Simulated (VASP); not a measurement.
A run of VASP 6.6.1 is set up as follows.

File INCAR:

```
PREC     = Accurate       # precision mode
ENCUT    = 520            # plane-wave cutoff, eV
EDIFF    = 1E-6           # SCF threshold, eV
ISMEAR   = -1             # smearing method
SIGMA    = 0.02           # smearing width, eV
LREAL    = Auto         
LASPH    = T              # aspherical terms in the spheres
NELM     = 150            # most SCF steps
ALGO     = Normal         # electronic algorithm
ISIF     = 2              # what is computed and relaxed
LWAVE    = F              # write WAVECAR
LCHARG   = F              # write CHGCAR
ISPIN    = 2              # spin polarisation
MAGMOM   = 0 0 0 0 0 0 0 0 0 0 0 0 0 0 0 0 0.06 # initial moments
LORBIT   = 11             # projections on sites
GGA      = PE             # functional
NBANDS   = 52             # bands
```

The input KPOINTS:

```
regular mesh
0
Gamma
  2 2 2
```

POSCAR

```
Si16C
1.0
    0.0000000000      5.4300000000      5.4300000000
    5.4300000000      0.0000000000      5.4300000000
    5.4300000000      5.4300000000      0.0000000000
Si C
16 1
Direct
    0.0211970534     -0.0139594843     -0.0384714549
    0.1236464088      0.1151749540      0.1125782689
   -0.0116666667     -0.0154972376      0.4748526703
    0.1427071823      0.0829650092      0.5904419890
    0.0168324125      0.5277900552     -0.0459668508
    0.1410313076      0.6230755064      0.0980847145
    0.0242725599      0.4514180479      0.4911418048
    0.1258747698      0.6110497238      0.5978821363
    0.4822191529     -0.0357918969      0.0679281768
    0.6539042357      0.1103683241      0.1031307551
    0.5291804788     -0.0035819521      0.4754972376
    0.5580847145      0.1815837937      0.6897421731
    0.5113535912      0.4789594843     -0.0077440147
    0.6539686924      0.6048342541      0.0923664825
    0.5209023941      0.5313075506      0.4685635359
    0.6682965009      0.6174493554      0.6268047882
    0.7220165746      1.0094935543      0.5451657459
```

Potentials or basis: VASP PAW PBE potentials, release 64 (Si, C).

Run with:

```console
$ cat potpaw_PBE.64/Si/POTCAR potpaw_PBE.64/C/POTCAR > POTCAR
$ mpirun -np 1 vasp_std > vasp.out
```

(1) Estimate the net moment.

(2) Estimate the pressure.

(3) Predict the band gap on the k mesh.

(4) Estimate the largest force.

Answers

(1) 0.00 μB per cell.

(2) 4.4 GPa.

(3) zero (filled and empty bands overlap).

(4) 2.140 eV/Å.

Caveat: the k points lie up to 0.50 Å⁻¹ apart.
